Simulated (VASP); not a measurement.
Wanted: the native input for a VASP 6.6.1 run.

```
Task                   : single point
Functional             : PBEsol
Potentials or basis    : VASP PAW PBE potentials, release 64 (B, N)
Cutoff                 : 520 eV
k mesh                 : 12 × 12 × 4
Occupations            : fermi-dirac, width 0.02 eV
Spin                   : no spin polarisation
Dipole correction      : no
Further INCAR settings : ALGO = Normal; EDIFF = 1e-06; NBANDS = 26
```

The structure of BN lies in POSCAR:

```
BN
1.0
    2.5450997679      0.0000000000      0.0000000000
   -1.2725498840      2.2041210542      0.0000000000
    0.0000000000      0.0000000000      8.3659163238
B N
4 4
Direct
    0.0000000000      0.0000000000      0.0003972423
    0.3333333333      0.6666666667      0.2497070945
    0.0000000000      0.0000000000      0.5003972423
    0.6666666667      0.3333333333      0.7497070945
    0.0000000000      0.0000000000      0.1869828093
    0.3333333333      0.6666666667      0.4379128539
    0.0000000000      0.0000000000      0.6869828093
    0.6666666667      0.3333333333      0.9379128539
```

The input as run:

INCAR

```
ALGO = Normal ; EDIFF = 1E-6
ENCUT = 520 ; GGA = PS
ISIF = 2 ; ISMEAR = -1
LASPH = T ; LCHARG = F
LREAL = F ; LWAVE = F
NBANDS = 26 ; NELM = 60
PREC = Accurate ; SIGMA = 0.02
```

KPOINTS

```
k-points
0
Gamma
  12 12 4
```

Potentials or basis: VASP PAW PBE potentials, release 64 (B, N).

Run with:

```bash
$ cat potpaw_PBE.64/B/POTCAR potpaw_PBE.64/N/POTCAR > POTCAR
$ mpirun -np 1 vasp_std > vasp.out
```

It gave:

```yaml
Pressure: 0.6 GPa
Band_gap_on_the_k_mesh: 5.36 eV (least direct gap 7.41 eV)
```

Caveat: the PAW data sets were made with another functional, which shifts forces and pressure a little.

It took 94 s on 1 thread of Intel Xeon 8259CL (shared host), peak memory 0.19 GiB.
